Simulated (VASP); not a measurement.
# K2Br (Fm-3m) in VASP: further runs

K2Br is run at these levels: r2SCAN; tasks: single point, relaxation of cell and atoms.

Program: VASP 6.6.1. These are calculated values, not measurements. Logs are shortened: lines on timing, memory, paths and dates and some standing lists are left out, and cuts for length are marked.

## Step 1: The cell of the first run

It takes space group Fm-3m (No. 225, cubic). Conventional cell: a = 7.387 Å, b = 7.387 Å, c = 7.387 Å, α = 90.00°, β = 90.00°, γ = 90.00°. Within 4.2 Å of K (site symmetry -43m) lie 4 Br at 3.20 Å and 6 K at 3.69 Å. Within 4.2 Å of Br (site symmetry m-3m) lie 8 K at 3.20 Å.

## Step 2: Single point, r2SCAN

File POSCAR:

```
K2Br
1.0
    0.0000000000      3.6934756143      3.6934756143
    3.6934756143      0.0000000000      3.6934756143
    3.6934756143      3.6934756143      0.0000000000
K Br
2 1
Direct
    0.2500000000      0.2500000000      0.2500000000
    0.7500000000      0.7500000000      0.7500000000
    0.0000000000      0.0000000000      0.0000000000
```

File INCAR.step1:

```
PREC = Accurate ; ENCUT = 520
ISMEAR = 0 ; SIGMA = 0.1
LREAL = False ; LASPH = True
NELM = 60 ; NBANDS = 20
GGA = PE ; ALGO = Normal
EDIFF = 1E-4 ; LWAVE = True
LCHARG = False
```

File INCAR.step2:

```
PREC = Accurate ; ENCUT = 520
EDIFF = 1E-6 ; ISMEAR = 0
SIGMA = 0.1 ; LREAL = False
LASPH = True ; NELM = 60
ALGO = Normal ; ISIF = 2
LWAVE = False ; LCHARG = False
METAGGA = R2SCAN ; LMIXTAU = True
NBANDS = 20 ; ISTART = 1
```

File KPOINTS:

```
regular mesh
0
Gamma
  4 4 4
```

Potentials or basis: VASP PAW PBE potentials, release 64 (K_sv, Br).

Run with:

```console
cat potpaw_PBE.64/K_sv/POTCAR potpaw_PBE.64/Br/POTCAR > POTCAR
cp INCAR.step1 INCAR
mpirun -np 1 vasp_std > vasp.out
cp INCAR.step2 INCAR
mpirun -np 1 vasp_std > vasp.out
```

OUTCAR:

```text
PREC = Accurate
   ENCUT = 520
   EDIFF = 1E-6
   ISMEAR = 0
   LREAL = False
   LASPH = True
   NELM = 60
   ISIF = 2
   METAGGA = R2SCAN
   ISTART = 1

 ion  position               nearest neighbor table
   1  0.250  0.250  0.250-   3 3.20   3 3.20   3 3.20   3 3.20   2 3.69   2 3.69   2 3.69   2 3.69
                             2 3.69   2 3.69
   2  0.750  0.750  0.750-   3 3.20   3 3.20   3 3.20   3 3.20   1 3.69   1 3.69   1 3.69   1 3.69
                             1 3.69   1 3.69
   3  0.000  0.000  0.000-   2 3.20   2 3.20   2 3.20   1 3.20   1 3.20   1 3.20   2 3.20   1 3.20

  LATTYP: Found a face centered cubic cell.
 ALAT       =     7.3869512286

  Lattice vectors:

 A1 = (   0.0000000000,   3.6934756143,   3.6934756143)
 A2 = (   3.6934756143,   0.0000000000,   3.6934756143)
 A3 = (   3.6934756143,   3.6934756143,   0.0000000000)

Analysis of symmetry for initial positions (statically):
=====================================================================
 Subroutine PRICEL returns:
 Original cell was already a primitive cell.

 Routine SETGRP: Setting up the symmetry group for a
 face centered cubic supercell.

 Subroutine GETGRP returns: Found 48 space group operations
 (whereof 48 operations were pure point group operations)
 out of a pool of 48 trial point group operations.

The static configuration has the point symmetry O_h .

Analysis of symmetry for dynamics (positions and initial velocities):
=====================================================================
 Subroutine PRICEL returns:
 Original cell was already a primitive cell.

 Routine SETGRP: Setting up the symmetry group for a
 face centered cubic supercell.

 Subroutine GETGRP returns: Found 48 space group operations
 (whereof 48 operations were pure point group operations)
 out of a pool of 48 trial point group operations.

The dynamic configuration has the point symmetry O_h .

 Subroutine INISYM returns: Found 48 space group operations
 (whereof 48 operations are pure point group operations),
 and found     1 'primitive' translations

----------------------------------------------------------------------------------------

                                     Primitive cell

  volume of cell :     100.7710

  direct lattice vectors                    reciprocal lattice vectors
     0.000000000  3.693475614  3.693475614    -0.135373846  0.135373846  0.135373846
     3.693475614  0.000000000  3.693475614     0.135373846 -0.135373846  0.135373846
     3.693475614  3.693475614  0.000000000     0.135373846  0.135373846 -0.135373846

  length of vectors
     5.223363306  5.223363306  5.223363306     0.234474380  0.234474380  0.234474380

  position of ions in fractional coordinates (direct lattice)
     0.250000000  0.250000000  0.250000000
     0.750000000  0.750000000  0.750000000
     0.000000000  0.000000000  0.000000000

  ion indices of the primitive-cell ions
   primitive index   ion index
                 1           1
                 2           2
                 3           3

----------------------------------------------------------------------------------------

 KPOINTS: regular mesh

Automatic generation of k-mesh.
 Grid dimensions read from file:
 generate k-points for:    4    4    4

 Generating k-lattice:

  Cartesian coordinates                     Fractional coordinates (reciprocal lattice)
    -0.033843462  0.033843462  0.033843462     0.250000000  0.000000000  0.000000000
     0.033843462 -0.033843462  0.033843462     0.000000000  0.250000000  0.000000000
     0.033843462  0.033843462 -0.033843462     0.000000000  0.000000000  0.250000000

  Length of vectors
     0.058618595  0.058618595  0.058618595

  Shift w.r.t. Gamma in fractional coordinates (k-lattice)
     0.000000000  0.000000000  0.000000000

 Subroutine IBZKPT returns following result:
 ===========================================

 Found      8 irreducible k-points:

 Following reciprocal coordinates:
            Coordinates               Weight
  0.000000  0.000000  0.000000      1.000000
  0.250000  0.000000  0.000000      8.000000
  0.500000  0.000000  0.000000      4.000000
  0.250000  0.250000  0.000000      6.000000
  0.500000  0.250000  0.000000     24.000000
 -0.250000  0.250000  0.000000     12.000000
  0.500000  0.500000  0.000000      3.000000
 -0.250000  0.500000  0.250000      6.000000
   k-points           NKPTS =      8   k-points in BZ     NKDIM =      8   number of bands    NBANDS=     20
   number of dos      NEDOS =    301   number of ions     NIONS =      3
   total plane-waves  NPLWV =  64000
   dimension x,y,z NGX =    40 NGY =   40 NGZ =   40
   dimension x,y,z NGXF=    80 NGYF=   80 NGZF=   80
   ions per type =               2   1
   NGX,Y,Z   is equivalent  to a cutoff of  12.73, 12.73, 12.73 a.u.
   NGXF,Y,Z  is equivalent  to a cutoff of  25.46, 25.46, 25.46 a.u.
 SYSTEM =  unknown system
   PREC   = accura    normal or accurate (medium, high low for compatibility)
   ISTART =      1    job   : 0-new  1-cont  2-samecut
   ICHARG =      0    charge: 1-file 2-atom 10-const
   ISPIN  =      1    spin polarized calculation?
   LNONCOLLINEAR =      F non collinear calculations
   LSORBIT =      F    spin-orbit coupling
   LASPH  =      T    aspherical Exc in radial PAW
   ENCUT  =  520.0 eV  38.22 Ry    6.18 a.u.   9.71  9.71  9.71*2*pi/ulx,y,z
   NELM   =     60;   NELMIN=  2; NELMDL=  0     # of ELM steps
   EDIFF  = 0.1E-05   stopping-criterion for ELM
   LREAL  =      F    real-space projection
   EDIFFG = 0.1E-04   stopping-criterion for IOM
   NSW    =      0    number of steps for IOM
   IBRION =     -1    ionic relax: 0-MD 1-quasi-New 2-CG
   NFREE  =      0    steps in history (QN), initial steepest desc. (CG)
   ISIF   =      2    stress and relaxation
   ISYM   =      2    0-nonsym 1-usesym 2-fastsym
   POTIM  = 0.5000    time-step for ionic-motion
   TEBEG  =    0.0;   TEEND  =   0.0 temperature during run
   PSTRESS=    0.0 pullay stress
   NELECT =      25.0000    total number of electrons
   NUPDOWN=      -1.0000    fix difference up-down
   EMIN   =  10.00;   EMAX   =-10.00  energy-range for DOS
   EFERMI =   0.00;   METHOD = LEGACY
   ISMEAR =     0;   SIGMA  =   0.10  broadening in eV -4-tet -1-fermi 0-gaus
   EFERMI_NEDOS =   21; number of points for ismear=-14 and -15
   IALGO  =     38    algorithm
   IMIX   =      4    mixing-type and parameters
     AMIX     =   0.40;   BMIX     =  1.00
     AMIX_MAG =   1.60;   BMIX_MAG =  1.00
  volume/ion in A,a.u.               =      33.59       226.68
  Fermi-wavevector in a.u.,A,eV,Ry     =   1.028670  1.943905 14.397180  1.058163
  Thomas-Fermi vector in A             =   2.162679
   LORBIT       =      0    0 simple, 1 ext, 2 COOP (PROOUT), +10 PAW based schemes
   METAGGA = R2SCAN    functional components
   LHFCALC =     F    Hartree Fock is set to
   AEXX    =    0.0000 exact exchange contribution
   IVDW    =     0    specifies the selected vdW correction
   LEPSILON=     F    determine dielectric tensor
   LRPA    =     F    only Hartree local field effects (RPA)
 non-spin polarized calculation
 Gauss-broadening in eV      SIGMA  =   0.10
  energy-cutoff  :      520.00
  volume of cell :      100.77
 maximum number of plane-waves:      2733
 NGX is ok and might be reduce to    40
   NGX = 19   NGY = 19   NGZ = 19

 number of electron      24.9999995 magnetization

 Free energy of the ion-electron system (eV)
  ---------------------------------------------------
  ext. energy  EPLUGINS =         0.00000000
  ---------------------------------------------------
  free energy    TOTEN  =       -28.16318850 eV

  energy without entropy =      -28.13957545  energy(sigma->0) =      -28.15138197

 E-fermi :   3.2056     XC(G=0):  -8.1929

 val. band max:        3.0797144800   @ k =  -0.2500   0.5000   0.2500
 cond. band min:       3.2424677141   @ k =   0.5000   0.2500   0.0000
 fundamental gap:      0.1627532341
 Fermi energy:         3.2056176108

 k-point     1 :       0.0000    0.0000    0.0000
  band No.  band energies     occupation
      1     -30.9740      2.00000
      2     -30.8895      2.00000
      3     -15.1030      2.00000
      4     -13.8072      2.00000
      5     -13.8072      2.00000
      6     -13.8072      2.00000
[... 12 lines left out ...]
     19       8.1907      0.00000
     20       8.1907      0.00000

 k-point     2 :       0.2500    0.0000    0.0000
  band No.  band energies     occupation
      1     -30.9609      2.00000
      2     -30.9012      2.00000
      3     -15.2101      2.00000
      4     -13.7785      2.00000
      5     -13.7781      2.00000
      6     -13.7781      2.00000
[... 12 lines left out ...]
     19       7.4859      0.00000
     20       7.9285      0.00000

 k-point     3 :       0.5000    0.0000    0.0000
  band No.  band energies     occupation
      1     -30.9305      2.00000
      2     -30.9302      2.00000
      3     -15.3079      2.00000
      4     -13.7211      2.00000
      5     -13.7093      2.00000
      6     -13.7093      2.00000
[... 12 lines left out ...]
     19       7.6847      0.00000
     20       7.6847      0.00000

 k-point     4 :       0.2500    0.2500    0.0000
  band No.  band energies     occupation
      1     -30.9589      2.00000
      2     -30.9027      2.00000
      3     -15.2495      2.00000
      4     -13.8455      2.00000
      5     -13.8455      2.00000
      6     -13.6547      2.00000
[... 12 lines left out ...]
     19       7.3721      0.00000
     20       8.3129      0.00000

 k-point     5 :       0.5000    0.2500    0.0000
  band No.  band energies     occupation
      1     -30.9399      2.00000
      2     -30.9201      2.00000
      3     -15.3504      2.00000
      4     -13.8426      2.00000
      5     -13.8280      2.00000
      6     -13.6194      2.00000
[... 12 lines left out ...]
     19       7.8618      0.00000
     20       8.1555      0.00000

 k-point     6 :      -0.2500    0.2500    0.0000
  band No.  band energies     occupation
      1     -30.9444      2.00000
      2     -30.9163      2.00000
      3     -15.3144      2.00000
      4     -13.8381      2.00000
      5     -13.7291      2.00000
      6     -13.6951      2.00000
[... 12 lines left out ...]
     19       7.9187      0.00000
     20       8.3522      0.00000

 k-point     7 :       0.5000    0.5000    0.0000
  band No.  band energies     occupation
      1     -30.9436      2.00000
      2     -30.9158      2.00000
      3     -15.3900      2.00000
      4     -13.8827      2.00000
      5     -13.8827      2.00000
      6     -13.5352      2.00000
[... 12 lines left out ...]
     19       7.4526      0.00000
     20       7.9681      0.00000

 k-point     8 :      -0.2500    0.5000    0.2500
  band No.  band energies     occupation
      1     -30.9298      2.00000
      2     -30.9298      2.00000
      3     -15.3860      2.00000
      4     -13.9107      2.00000
      5     -13.7098      2.00000
      6     -13.7098      2.00000
[... 12 lines left out ...]
     19       7.4271      0.00000
     20       8.3300      0.00000

------------------------ aborting loop because EDIFF is reached ----------------------------------------

  FORCE on cell =-STRESS in cart. coord.  units (eV):
  Direction    XX          YY          ZZ          XY          YZ          ZX
  --------------------------------------------------------------------------------------
  -------------------------------------------------------------------------------------
  Total        2.7315664      2.7315664      2.7315664      0.0000000      0.0000000     -0.0000000
  in kB       43.4296819     43.4296819     43.4296819      0.0000000      0.0000000     -0.0000000
  external PRESSURE =      43.4296819 kB  Pullay stress =       0.0000000 kB

 VOLUME and BASIS-vectors are now :
 -----------------------------------------------------------------------------
  energy-cutoff  :      520.00
  volume of cell :      100.77
      direct lattice vectors                 reciprocal lattice vectors
     0.000000000  3.693475614  3.693475614    -0.135373846  0.135373846  0.135373846
     3.693475614  0.000000000  3.693475614     0.135373846 -0.135373846  0.135373846
     3.693475614  3.693475614  0.000000000     0.135373846  0.135373846 -0.135373846

 POSITION                                       TOTAL-FORCE (eV/Angst)
 -----------------------------------------------------------------------------------
      1.84674      1.84674      1.84674        -0.000000     -0.000000     -0.000000
      5.54021      5.54021      5.54021         0.000000      0.000000     -0.000000
      0.00000      0.00000      0.00000         0.000000      0.000000      0.000000
 -----------------------------------------------------------------------------------
    total drift:                               -0.000000     -0.000000      0.000000

  FREE ENERGIE OF THE ION-ELECTRON SYSTEM (eV)
  ---------------------------------------------------
  free  energy   TOTEN  =       -28.1631884957 eV

  energy  without entropy=      -28.1395754516  energy(sigma->0) =      -28.15138197
```

It took 40 s on 1 thread of Intel Xeon 6975P-C (Granite Rapids), shared host; peak memory 0.25 GiB.

What came out:

| Item | Value |
| --- | --- |
| Free energy | -28.1632 eV |
| Pressure | 4.3 GPa |

Caveat: the k points lie up to 0.37 Å⁻¹ apart; the PAW data sets were made with another functional, which shifts forces and pressure a little; an odd number of electrons without spin polarisation forces a metal; a magnetic or distorted state may lie lower.

(Part 1 of 2 ends here.)
